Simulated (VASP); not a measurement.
# CuO3 (ReO3 type) (Pm-3m) in VASP: single point with PBE

Aim: the single point of CuO3 (ReO3 type) with PBE.

Program: VASP 6.6.1. These are calculated values, not measurements. Logs are shortened: lines on timing, memory, paths and dates and some standing lists are left out, and cuts for length are marked.

## 1. The cell of the first run

Symmetry: Pm-3m, No. 221, cubic system. The conventional cell has a = 3.682 Å, b = 3.682 Å, c = 3.682 Å, α = 90.00°, β = 90.00°, γ = 90.00°. Within 2.4 Å of Cu (site symmetry m-3m) lie 6 O at 1.84 Å. O (site symmetry 4/mmm) has 2 Cu at 1.84 Å within 2.4 Å.

## 2. Single point, PBE

INCAR reads:

```
PREC = Accurate
ENCUT = 520
EDIFF = 1E-6
ISMEAR = -1
SIGMA = 0.06122561905347299
LREAL = F
LASPH = T
NELM = 100
ALGO = Normal
ISIF = 2
LWAVE = F
LCHARG = F
GGA = PE
NBANDS = 22
```

KPOINTS reads:

```
Automatic mesh
0
Gamma
  29 29 29
```

POSCAR reads:

```
CuO3
1.0
    3.6821309377      0.0000000000      0.0000000000
    0.0000000000      3.6821309377      0.0000000000
    0.0000000000      0.0000000000      3.6821309377
Cu O
1 3
Direct
    0.0000000000      0.0000000000      0.0000000000
    0.5000000000      0.0000000000      0.0000000000
    0.0000000000      0.5000000000      0.0000000000
    0.0000000000      0.0000000000      0.5000000000
```

Potentials or basis: VASP PAW PBE potentials, release 64 (Cu, O).

Run with:

```
$ cat potpaw_PBE.64/Cu/POTCAR potpaw_PBE.64/O/POTCAR > POTCAR
$ mpirun -np 1 vasp_std > vasp.out
```

OUTCAR:

```text
PREC = Accurate
   ENCUT = 520
   EDIFF = 1E-6
   ISMEAR = -1
   LREAL = F
   LASPH = T
   NELM = 100
   ISIF = 2
   GGA = PE

 ion  position               nearest neighbor table
   1  0.000  0.000  0.000-   2 1.84   3 1.84   4 1.84   4 1.84   3 1.84   2 1.84
   2  0.500  0.000  0.000-   1 1.84   1 1.84
   3  0.000  0.500  0.000-   1 1.84   1 1.84
   4  0.000  0.000  0.500-   1 1.84   1 1.84

  LATTYP: Found a simple cubic cell.
 ALAT       =     3.6821309377

  Lattice vectors:

 A1 = (   3.6821309377,   0.0000000000,   0.0000000000)
 A2 = (   0.0000000000,   3.6821309377,   0.0000000000)
 A3 = (   0.0000000000,   0.0000000000,   3.6821309377)

Analysis of symmetry for initial positions (statically):
=====================================================================
 Subroutine PRICEL returns:
 Original cell was already a primitive cell.

 Routine SETGRP: Setting up the symmetry group for a
 simple cubic supercell.

 Subroutine GETGRP returns: Found 48 space group operations
 (whereof 48 operations were pure point group operations)
 out of a pool of 48 trial point group operations.

The static configuration has the point symmetry O_h .

Analysis of symmetry for dynamics (positions and initial velocities):
=====================================================================
 Subroutine PRICEL returns:
 Original cell was already a primitive cell.

 Routine SETGRP: Setting up the symmetry group for a
 simple cubic supercell.

 Subroutine GETGRP returns: Found 48 space group operations
 (whereof 48 operations were pure point group operations)
 out of a pool of 48 trial point group operations.

The dynamic configuration has the point symmetry O_h .

 Subroutine INISYM returns: Found 48 space group operations
 (whereof 48 operations are pure point group operations),
 and found     1 'primitive' translations

----------------------------------------------------------------------------------------

                                     Primitive cell

  volume of cell :      49.9227

  direct lattice vectors                    reciprocal lattice vectors
     3.682130938  0.000000000  0.000000000     0.271581868  0.000000000  0.000000000
     0.000000000  3.682130938  0.000000000     0.000000000  0.271581868  0.000000000
     0.000000000  0.000000000  3.682130938     0.000000000  0.000000000  0.271581868

  length of vectors
     3.682130938  3.682130938  3.682130938     0.271581868  0.271581868  0.271581868

  position of ions in fractional coordinates (direct lattice)
     0.000000000  0.000000000  0.000000000
     0.500000000  0.000000000  0.000000000
     0.000000000  0.500000000  0.000000000
     0.000000000  0.000000000  0.500000000

  ion indices of the primitive-cell ions
   primitive index   ion index
                 1           1
                 2           2
                 3           3
                 4           4

----------------------------------------------------------------------------------------

 KPOINTS: Automatic mesh

Automatic generation of k-mesh.
 Grid dimensions read from file:
 generate k-points for:   29   29   29

 Generating k-lattice:

  Cartesian coordinates                     Fractional coordinates (reciprocal lattice)
     0.009364892  0.000000000  0.000000000     0.034482759  0.000000000  0.000000000
     0.000000000  0.009364892  0.000000000     0.000000000  0.034482759  0.000000000
     0.000000000  0.000000000  0.009364892     0.000000000  0.000000000  0.034482759

  Length of vectors
     0.009364892  0.009364892  0.009364892

  Shift w.r.t. Gamma in fractional coordinates (k-lattice)
     0.000000000  0.000000000  0.000000000

 Subroutine IBZKPT returns following result:
 ===========================================

 Found    680 irreducible k-points:

 Following reciprocal coordinates:
            Coordinates               Weight
  0.000000  0.000000  0.000000      1.000000
  0.034483  0.000000  0.000000      6.000000
  0.068966  0.000000  0.000000      6.000000
  0.103448  0.000000  0.000000      6.000000
  0.137931  0.000000  0.000000      6.000000
  0.172414  0.000000  0.000000      6.000000
[... 16 lines left out ...]
  0.275862  0.034483  0.000000     24.000000
  0.310345  0.034483  0.000000     24.000000
 [... further k-points ...]
   k-points           NKPTS =    680   k-points in BZ     NKDIM =    680   number of bands    NBANDS=     22
   number of dos      NEDOS =    301   number of ions     NIONS =      4
   total plane-waves  NPLWV =  21952
   dimension x,y,z NGX =    28 NGY =   28 NGZ =   28
   dimension x,y,z NGXF=    56 NGYF=   56 NGZF=   56
   ions per type =               1   3
   NGX,Y,Z   is equivalent  to a cutoff of  12.64, 12.64, 12.64 a.u.
   NGXF,Y,Z  is equivalent  to a cutoff of  25.28, 25.28, 25.28 a.u.
 SYSTEM =  unknown system
   PREC   = accura    normal or accurate (medium, high low for compatibility)
   ISTART =      0    job   : 0-new  1-cont  2-samecut
   ICHARG =      2    charge: 1-file 2-atom 10-const
   ISPIN  =      1    spin polarized calculation?
   LNONCOLLINEAR =      F non collinear calculations
   LSORBIT =      F    spin-orbit coupling
   LASPH  =      T    aspherical Exc in radial PAW
   ENCUT  =  520.0 eV  38.22 Ry    6.18 a.u.   6.85  6.85  6.85*2*pi/ulx,y,z
   NELM   =    100;   NELMIN=  2; NELMDL= -5     # of ELM steps
   EDIFF  = 0.1E-05   stopping-criterion for ELM
   LREAL  =      F    real-space projection
   EDIFFG = 0.1E-04   stopping-criterion for IOM
   NSW    =      0    number of steps for IOM
   IBRION =     -1    ionic relax: 0-MD 1-quasi-New 2-CG
   NFREE  =      0    steps in history (QN), initial steepest desc. (CG)
   ISIF   =      2    stress and relaxation
   ISYM   =      2    0-nonsym 1-usesym 2-fastsym
   POTIM  = 0.5000    time-step for ionic-motion
   TEBEG  =    0.0;   TEEND  =   0.0 temperature during run
   PSTRESS=    0.0 pullay stress
   NELECT =      29.0000    total number of electrons
   NUPDOWN=      -1.0000    fix difference up-down
   EMIN   =  10.00;   EMAX   =-10.00  energy-range for DOS
   EFERMI =   0.00;   METHOD = LEGACY
   ISMEAR =    -1;   SIGMA  =   0.06  broadening in eV -4-tet -1-fermi 0-gaus
   EFERMI_NEDOS =   21; number of points for ismear=-14 and -15
   IALGO  =     38    algorithm
   IMIX   =      4    mixing-type and parameters
     AMIX     =   0.40;   BMIX     =  1.00
     AMIX_MAG =   1.60;   BMIX_MAG =  1.00
  volume/ion in A,a.u.               =      12.48        84.22
  Fermi-wavevector in a.u.,A,eV,Ry     =   1.365971  2.581312 25.386809  1.865878
  Thomas-Fermi vector in A             =   2.492153
   LORBIT       =      0    0 simple, 1 ext, 2 COOP (PROOUT), +10 PAW based schemes
   GGA     = PE    functional components
   LHFCALC =     F    Hartree Fock is set to
   AEXX    =    0.0000 exact exchange contribution
   IVDW    =     0    specifies the selected vdW correction
   LEPSILON=     F    determine dielectric tensor
   LRPA    =     F    only Hartree local field effects (RPA)
 non-spin polarized calculation
  energy-cutoff  :      520.00
  volume of cell :       49.92
 maximum number of plane-waves:      1364
 NGX is ok and might be reduce to    28
   NGX = 13   NGY = 13   NGZ = 13

 number of electron      29.0000020 magnetization

 Free energy of the ion-electron system (eV)
  ---------------------------------------------------
  ext. energy  EPLUGINS =         0.00000000
  ---------------------------------------------------
  free energy    TOTEN  =       -15.22956805 eV

  energy without entropy =      -15.12960141  energy(sigma->0) =      -15.17958473

 E-fermi :  -0.4283     XC(G=0):  -9.5717

 val. band max:       -0.4288748284   @ k =   0.3448   0.2069   0.1724
 cond. band min:      -0.4281152325   @ k =   0.4138   0.1724   0.1379
 fundamental gap:      0.0007595959
 Fermi energy:        -0.4282892732

 k-point     1 :       0.0000    0.0000    0.0000
  band No.  band energies     occupation
      1     -18.7516      2.00000
      2     -16.8357      2.00000
      3     -16.8357      2.00000
      4      -4.6243      2.00000
      5      -4.6243      2.00000
      6      -4.6243      2.00000
[... 14 lines left out ...]
     21      15.9561      0.00000
     22      18.3268      0.00000

 k-point     2 :       0.0345    0.0000    0.0000
  band No.  band energies     occupation
      1     -18.7463      2.00000
      2     -16.8382      2.00000
      3     -16.8354      2.00000
      4      -4.6750      2.00000
      5      -4.6235      2.00000
      6      -4.6235      2.00000
[... 14 lines left out ...]
     21      15.9756      0.00000
     22      18.3163      0.00000

 k-point     3 :       0.0690    0.0000    0.0000
  band No.  band energies     occupation
      1     -18.7304      2.00000
      2     -16.8458      2.00000
      3     -16.8345      2.00000
      4      -4.8122      2.00000
      5      -4.6210      2.00000
      6      -4.6210      2.00000
[... 14 lines left out ...]
     21      16.0334      0.00000
     22      18.2795      0.00000

 k-point     4 :       0.1034    0.0000    0.0000
  band No.  band energies     occupation
      1     -18.7042      2.00000
      2     -16.8582      2.00000
      3     -16.8330      2.00000
      4      -5.0061      2.00000
      5      -4.6170      2.00000
      6      -4.6170      2.00000
[... 14 lines left out ...]
     21      16.1279      0.00000
     22      18.2230      0.00000

 k-point     5 :       0.1379    0.0000    0.0000
  band No.  band energies     occupation
      1     -18.6686      2.00000
      2     -16.8759      2.00000
      3     -16.8310      2.00000
      4      -5.2300      2.00000
      5      -4.6114      2.00000
      6      -4.6114      2.00000
[... 14 lines left out ...]
     21      16.2566      0.00000
     22      18.1490      0.00000

 k-point     6 :       0.1724    0.0000    0.0000
  band No.  band energies     occupation
      1     -18.6242      2.00000
      2     -16.8985      2.00000
      3     -16.8284      2.00000
      4      -5.4653      2.00000
      5      -4.6045      2.00000
      6      -4.6045      2.00000
[... 14 lines left out ...]
     21      16.4157      0.00000
     22      18.0628      0.00000

 k-point     7 :       0.2069    0.0000    0.0000
  band No.  band energies     occupation
      1     -18.5723      2.00000
      2     -16.9260      2.00000
      3     -16.8258      2.00000
      4      -5.6995      2.00000
      5      -4.5963      2.00000
      6      -4.5963      2.00000
[... 324 lines left out ...]
      6      -4.6038      2.00000
[... 14 lines left out ...]
     21      16.3809      0.00000
     22      18.0553      0.00000

 k-point    21 :       0.2069    0.0345    0.0000
  band No.  band energies     occupation
      1     -18.5670      2.00000
      2     -16.9260      2.00000
      3     -16.8276      2.00000
      4      -5.6984      2.00000
      5      -4.6399      2.00000
      6      -4.5957      2.00000
[... 14 lines left out ...]
     21      16.5589      0.00000
     22      17.9630      0.00000

 k-point    22 :       0.2414    0.0345    0.0000
  band No.  band energies     occupation
      1     -18.5090      2.00000
      2     -16.9577      2.00000
      3     -16.8247      2.00000
      4      -5.9230      2.00000
      5      -4.6282      2.00000
      6      -4.5865      2.00000
[... 14 lines left out ...]
     21      16.7526      0.00000
     22      17.8659      0.00000

 k-point    23 :       0.2759    0.0345    0.0000
  band No.  band energies     occupation
      1     -18.4468      2.00000
      2     -16.9933      2.00000
      3     -16.8217      2.00000
      4      -6.1313      2.00000
      5      -4.6152      2.00000
      6      -4.5765      2.00000
[... 14 lines left out ...]
     21      16.9508      0.00000
     22      17.7912      0.00000

 k-point    24 :       0.3103    0.0345    0.0000
  band No.  band energies     occupation
      1     -18.3830      2.00000
      2     -17.0315      2.00000
      3     -16.8189      2.00000
      4      -6.3182      2.00000
      5      -4.6012      2.00000
      6      -4.5660      2.00000
[... 14 lines left out ...]
     21      17.1361      0.00000
     22      17.6913      0.00000

 [... further k-points ...]
[... 5 lines left out ...]
  --------------------------------------------------------------------------------------
  -------------------------------------------------------------------------------------
  Total        1.7767453      1.7767453      1.7767453     -0.0000000     -0.0000000      0.0000000
  in kB       57.0214268     57.0214268     57.0214268     -0.0000000     -0.0000000      0.0000000
  external PRESSURE =      57.0214268 kB  Pullay stress =       0.0000000 kB

 VOLUME and BASIS-vectors are now :
 -----------------------------------------------------------------------------
  energy-cutoff  :      520.00
  volume of cell :       49.92
      direct lattice vectors                 reciprocal lattice vectors
     3.682130938  0.000000000  0.000000000     0.271581868  0.000000000  0.000000000
     0.000000000  3.682130938  0.000000000     0.000000000  0.271581868  0.000000000
     0.000000000  0.000000000  3.682130938     0.000000000  0.000000000  0.271581868

 POSITION                                       TOTAL-FORCE (eV/Angst)
 -----------------------------------------------------------------------------------
      0.00000      0.00000      0.00000         0.000000      0.000000      0.000000
      1.84107      0.00000      0.00000         0.000000      0.000000      0.000000
      0.00000      1.84107      0.00000         0.000000      0.000000      0.000000
      0.00000      0.00000      1.84107         0.000000      0.000000      0.000000
 -----------------------------------------------------------------------------------
    total drift:                                0.000000      0.000000     -0.000000

  FREE ENERGIE OF THE ION-ELECTRON SYSTEM (eV)
  ---------------------------------------------------
  free  energy   TOTEN  =       -15.2295680534 eV

  energy  without entropy=      -15.1296014137  energy(sigma->0) =      -15.17958473
```

Wall time 6.1 min (1 thread of AMD EPYC 9R45 (Zen 5), shared host); peak memory 0.65 GiB.

What came out:

- Free energy: -15.2296 eV
- Pressure: 5.7 GPa
- Band gap on the k mesh: zero (an odd number of electrons rules out a gap without spin polarisation)

Levels at points of the mesh, in eV from the Fermi level:
```tsv
k point	band 13	band 14	band 15	band 16	band 17	band 18
(0.00, 0.00, 0.00)	-0.51	-0.51	-0.30	-0.30	-0.30	8.49
```

Caveat: the cell stands under pressure; an odd number of electrons without spin polarisation forces a metal; a magnetic or distorted state may lie lower; semilocal functionals often make such compounds metallic where correlation or magnetic order opens a gap, which also shifts bond lengths. With open d or f shells a metallic result of PBE can be an artefact of self-interaction; +U or a hybrid may open a gap.
